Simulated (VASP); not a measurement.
# BN (Cm) in VASP: notebook

The runs below take BN through single point, with PBE+D3(BJ).

Everything below comes from runs of VASP 6.6.1. Logs are shortened: lines on timing, memory, paths and dates and some standing lists are left out, and cuts for length are marked.

## Step 1: The cell of the first run

The structure is monoclinic, space group Cm (No. 8). Conventional cell: a = 4.334 Å, b = 2.502 Å, c = 3.669 Å, α = 90.00°, β = 113.19°, γ = 90.00°. B (site symmetry m) has 3 N at 1.32 to 1.51 Å within 1.8 Å. Within 1.8 Å of N (site symmetry m) lie 3 B at 1.32 to 1.51 Å.

## Step 2: Single point, PBE+D3(BJ)

INCAR reads:

```
SYSTEM = BN
PREC = Accurate ; ENCUT = 520
EDIFF = 1E-6 ; ISMEAR = 0
SIGMA = 0.05 ; LREAL = .FALSE.
LASPH = .TRUE. ; NELM = 80
ALGO = Normal ; ISIF = 2
LWAVE = .FALSE. ; LCHARG = .FALSE.
GGA = PE ; IVDW = 12
NBANDS = 11
```

KPOINTS reads:

```
regular mesh
0
G
  12 12 12
  0 0 0
```

POSCAR reads:

```
BN
1.0
    1.2511217832      0.7223354983      3.3729344033
   -1.2511217832      0.7223354983      3.3729344033
    0.0000000000     -1.4446709967      3.3729344033
B N
1 1
Direct
    0.9419670205      1.0284917861      1.0284917861
    0.3327618000      0.3327618000      0.3327618000
```

Potentials or basis: VASP PAW PBE potentials, release 64 (B, N).

Run with:

```console
$ cat potpaw_PBE.64/B/POTCAR potpaw_PBE.64/N/POTCAR > POTCAR
$ mpirun -np 1 vasp_std > vasp.out
```

OUTCAR:

```text
SYSTEM = BN
   PREC = Accurate
   ENCUT = 520
   EDIFF = 1E-6
   ISMEAR = 0
   LREAL = .FALSE.
   LASPH = .TRUE.
   NELM = 80
   ISIF = 2
   GGA = PE
   IVDW = 12
 IVDW          = 12

 ion  position               nearest neighbor table
   1  0.942  0.028  0.028-   2 1.32   2 1.51   2 1.51
   2  0.333  0.333  0.333-   1 1.32   1 1.51   1 1.51

  LATTYP: Found a trigonal (rhomboedric) cell.
 ALAT       =     3.6692997666
 COS(alpha) =     0.7674786796

  Lattice vectors:

 A1 = (   1.2511217832,   0.7223354983,   3.3729344033)
 A2 = (  -1.2511217832,   0.7223354983,   3.3729344033)
 A3 = (   0.0000000000,  -1.4446709967,   3.3729344033)

Analysis of symmetry for initial positions (statically):
=====================================================================
 Subroutine PRICEL returns:
 Original cell was already a primitive cell.

 Routine SETGRP: Setting up the symmetry group for a
 trigonal (rhombohedral) supercell.

 Subroutine GETGRP returns: Found  2 space group operations
 (whereof  2 operations were pure point group operations)
 out of a pool of 12 trial point group operations.

The static configuration has the point symmetry C_1h.

Analysis of symmetry for dynamics (positions and initial velocities):
=====================================================================
 Subroutine PRICEL returns:
 Original cell was already a primitive cell.

 Routine SETGRP: Setting up the symmetry group for a
 trigonal (rhombohedral) supercell.

 Subroutine GETGRP returns: Found  2 space group operations
 (whereof  2 operations were pure point group operations)
 out of a pool of 12 trial point group operations.

The dynamic configuration has the point symmetry C_1h.

 Subroutine INISYM returns: Found  2 space group operations
 (whereof  2 operations are pure point group operations),
 and found     1 'primitive' translations

----------------------------------------------------------------------------------------

                                     Primitive cell

  volume of cell :      18.2893

  direct lattice vectors                    reciprocal lattice vectors
     1.251121783  0.722335498  3.372934403     0.399641351  0.230733042  0.098825916
    -1.251121783  0.722335498  3.372934403    -0.399641351  0.230733042  0.098825916
     0.000000000 -1.444670997  3.372934403     0.000000000 -0.461466083  0.098825916

  length of vectors
     3.669299767  3.669299767  3.669299767     0.471929558  0.471929558  0.471929558

  position of ions in fractional coordinates (direct lattice)
     0.941967021  0.028491786  0.028491786
     0.332761800  0.332761800  0.332761800

[... 87 lines left out ...]
   NELECT =       8.0000    total number of electrons
   NUPDOWN=      -1.0000    fix difference up-down
   EMIN   =  10.00;   EMAX   =-10.00  energy-range for DOS
   EFERMI =   0.00;   METHOD = LEGACY
   ISMEAR =     0;   SIGMA  =   0.05  broadening in eV -4-tet -1-fermi 0-gaus
   EFERMI_NEDOS =   21; number of points for ismear=-14 and -15
   IALGO  =     38    algorithm
   IMIX   =      4    mixing-type and parameters
     AMIX     =   0.40;   BMIX     =  1.00
     AMIX_MAG =   1.60;   BMIX_MAG =  1.00
  volume/ion in A,a.u.               =       9.14        61.71
  Fermi-wavevector in a.u.,A,eV,Ry     =   1.242717  2.348395 21.012099  1.544346
  Thomas-Fermi vector in A             =   2.377059
   LORBIT       =      0    0 simple, 1 ext, 2 COOP (PROOUT), +10 PAW based schemes
   GGA     = PE    functional components
   LHFCALC =     F    Hartree Fock is set to
   AEXX    =    0.0000 exact exchange contribution
   IVDW    =    12    specifies the selected vdW correction
   LEPSILON=     F    determine dielectric tensor
   LRPA    =     F    only Hartree local field effects (RPA)
 non-spin polarized calculation
 Gauss-broadening in eV      SIGMA  =   0.05
  energy-cutoff  :      520.00
  volume of cell :       18.29
 maximum number of plane-waves:       517
   NGX = 13   NGY = 13   NGZ = 13

 number of electron       8.0000000 magnetization

 Free energy of the ion-electron system (eV)
  ---------------------------------------------------
  ext. energy  EPLUGINS =         0.00000000
  ---------------------------------------------------
  free energy    TOTEN  =       -17.21019973 eV

  energy without entropy =      -17.21019973  energy(sigma->0) =      -17.21019973

 E-fermi :   2.5455     XC(G=0):  -9.9659

 val. band max:        2.2250726873   @ k =   0.0000   0.0000   0.0000
 cond. band min:       5.6109658064   @ k =  -0.0000   0.5000   0.5000
 fundamental gap:      3.3858931190
 Fermi energy:         2.5454641853

 k-point     1 :       0.0000    0.0000    0.0000
  band No.  band energies     occupation
      1     -15.6686      2.00000
      2      -2.1058      2.00000
      3      -0.5451      2.00000
      4       2.2251      2.00000
      5       7.2931      0.00000
      6      12.0052      0.00000
      7      15.3235      0.00000
      8      15.3921      0.00000
      9      17.4032      0.00000
     10      27.9307      0.00000
     11      29.3160      0.00000
[... 309 lines left out ...]
 k-point    24 :      -0.0833   -0.3333    0.0000
  band No.  band energies     occupation
      1     -13.9557      2.00000
      2      -3.8702      2.00000
      3      -1.5899      2.00000
      4      -0.5134      2.00000
      5       9.9973      0.00000
      6      11.7229      0.00000
      7      12.7442      0.00000
      8      19.1042      0.00000
      9      20.8520      0.00000
     10      22.2374      0.00000
     11      25.3984      0.00000

 [... further k-points ...]

------------------------ aborting loop because EDIFF is reached ----------------------------------------

 Edisp (eV)   -0.27743

 E8    (eV) :    -0.0811

  FORCE on cell =-STRESS in cart. coord.  units (eV):
  Direction    XX          YY          ZZ          XY          YZ          ZX
  --------------------------------------------------------------------------------------
  -------------------------------------------------------------------------------------
  Total       2.38904     0.35074    -0.08748     1.76522     0.00194     0.00335
  in kB     209.28453    30.72561    -7.66323   154.63656     0.16968     0.29388
  external pressure =       77.45 kB  Pullay stress =        0.00 kB

 VOLUME and BASIS-vectors are now :
 -----------------------------------------------------------------------------
  energy-cutoff  :      520.00
  volume of cell :       18.29
      direct lattice vectors                 reciprocal lattice vectors
     1.251121783  0.722335498  3.372934403     0.399641351  0.230733042  0.098825916
    -1.251121783  0.722335498  3.372934403    -0.399641351  0.230733042  0.098825916
     0.000000000 -1.444670997  3.372934403     0.000000000 -0.461466083  0.098825916

 POSITION                                       TOTAL-FORCE (eV/Angst)
 -----------------------------------------------------------------------------------
      1.14287      0.65984      3.36939         5.492147      3.170893      0.000947
      0.00000     -0.00000      3.36715        -5.492147     -3.170893     -0.000947
 -----------------------------------------------------------------------------------
    total drift:                               -0.000121     -0.000070     -0.000064

  FREE ENERGIE OF THE ION-ELECTRON SYSTEM (eV)
  ---------------------------------------------------
  free  energy   TOTEN  =       -17.4876308078 eV

  energy  without entropy=      -17.4876308078  energy(sigma->0) =      -17.48763081
```

OSZICAR:

```text
N       E                     dE             d eps       ncg     rms          rms(c)
DAV:   1     0.128948261692E+02    0.12895E+02   -0.45104E+03 10691   0.670E+02
DAV:   2    -0.183882447597E+02   -0.31283E+02   -0.30011E+02 12694   0.159E+02
DAV:   3    -0.191447987730E+02   -0.75655E+00   -0.75551E+00 12781   0.228E+01
DAV:   4    -0.191471156790E+02   -0.23169E-02   -0.23169E-02 11531   0.140E+00
DAV:   5    -0.191471260591E+02   -0.10380E-04   -0.10380E-04 12758   0.830E-02    0.830E+00
DAV:   6    -0.174173520372E+02    0.17298E+01   -0.56280E+00 11910   0.133E+01    0.376E+00
DAV:   7    -0.172493676552E+02    0.16798E+00   -0.27761E-01 12309   0.400E+00    0.228E+00
DAV:   8    -0.172092684627E+02    0.40099E-01   -0.12146E-01 12669   0.220E+00    0.293E-01
DAV:   9    -0.172097724584E+02   -0.50400E-03   -0.36186E-03 11657   0.513E-01    0.146E-01
DAV:  10    -0.172101592404E+02   -0.38678E-03   -0.55855E-04 11918   0.179E-01    0.296E-02
DAV:  11    -0.172101939166E+02   -0.34676E-04   -0.45300E-05 12696   0.522E-02    0.234E-02
DAV:  12    -0.172101993231E+02   -0.54065E-05   -0.95908E-06 11516   0.211E-02    0.292E-03
DAV:  13    -0.172101997301E+02   -0.40701E-06   -0.59249E-07 12598   0.652E-03
   1 F= -.17487631E+02 E0= -.17487631E+02  d E =-.793133E-22
```

Wall time 54 s (1 thread of Intel Xeon 6975P-C (Granite Rapids), shared host); peak memory 0.24 GiB.

What came out:

```yaml
Free_energy: -17.4876 eV
Pressure: 7.7 GPa
Largest_force: 6.342 eV/Å
Band_gap_on_the_k_mesh: 3.39 eV, indirect (least direct gap 4.27 eV)
Dispersion_energy_per_atom: -0.139 eV
```

Forces on the atoms (eV/Å):
```
B    5.492  3.171  0.001
N   -5.492 -3.171 -0.001
```

Caveat: the cell differs from its parent crystal (all B atoms moved +0.125 Å, as atom 1 towards its neighbour atom 2 (N) at 1.445 Å); forces of over 1 eV/Å act on the atoms, so gaps and moduli don't describe the material at rest. A k mesh can miss the band edges.

## Step 3: Single point, PBE+D3(BJ)

INCAR reads:

```
ALGO = Normal ; EDIFF = 1E-7
ENCUT = 520 ; GGA = PE
ISIF = 2 ; ISMEAR = 0
IVDW = 12 ; LASPH = T
LCHARG = F ; LREAL = F
LWAVE = F ; NBANDS = 11
NELM = 60 ; PREC = Accurate
SIGMA = 0.05
```

KPOINTS reads:

```
k-points
0
Gamma
  12 12 12
```

POSCAR: that of step 2 with these lines changed.

```diff
@@ -8,3 +8,3 @@
 Direct
-    0.9419670205      1.0284917861      1.0284917861
+    1.0573753795      0.9708506139      0.9708506139
     0.3327618000      0.3327618000      0.3327618000
```

Potentials or basis: VASP PAW PBE potentials, release 64 (B, N).

Run with:

```console
$ cat potpaw_PBE.64/B/POTCAR potpaw_PBE.64/N/POTCAR > POTCAR
$ mpirun -np 1 vasp_std > vasp.out
```

It took 58 s on 1 thread of Intel Xeon 6975P-C (Granite Rapids), shared host; peak memory 0.23 GiB.

It converged, with:

* Free energy: -17.5744 eV
* Pressure: 6.0 GPa
* Largest force: 4.213 eV/Å
* Band gap on the k mesh: 3.70 eV, indirect (least direct gap 4.64 eV)
* Dispersion energy per atom: -0.139 eV

Forces on the atoms (eV/Å):
```
B   -3.648 -2.106 -0.004
N    3.648  2.106  0.004
```

Stress tensor (GPa, compression positive):
```
  3.20 -10.84   0.00
-10.84  15.72   0.00
  0.00   0.00  -0.77
```

Levels at points of the mesh, in eV from the valence-band top:
```tsv
k point	band 1	band 2	band 3	band 4	band 5	band 6	band 7	band 8	band 9
(0.00, 0.00, 0.00)	-17.95	-4.38	-2.90	0.00	5.00	9.70	13.07	13.60	14.65
(0.50, 0.00, 0.00)	-14.63	-8.80	-5.07	-1.25	6.12	9.63	12.98	14.94	18.90
(0.00, 0.50, 0.00)	-14.91	-9.22	-3.71	-0.59	4.70	9.40	12.82	14.74	20.17
(0.50, 0.50, 0.00)	-14.85	-9.10	-3.76	-1.15	3.70	9.36	14.15	17.30	20.35
(0.00, 0.50, 0.50)	-14.56	-8.68	-5.12	-1.83	5.09	9.63	13.91	17.36	19.19
(0.50, 0.50, 0.50)	-17.69	-6.32	-2.92	-0.01	9.49	9.96	12.29	13.51	16.19
```

Caveat: the cell differs from its parent crystal (all B atoms moved -0.125 Å, as atom 1 towards its neighbour atom 2 (N) at 1.445 Å); forces of over 1 eV/Å act on the atoms, so gaps and moduli don't describe the material at rest. A k mesh can miss the band edges.
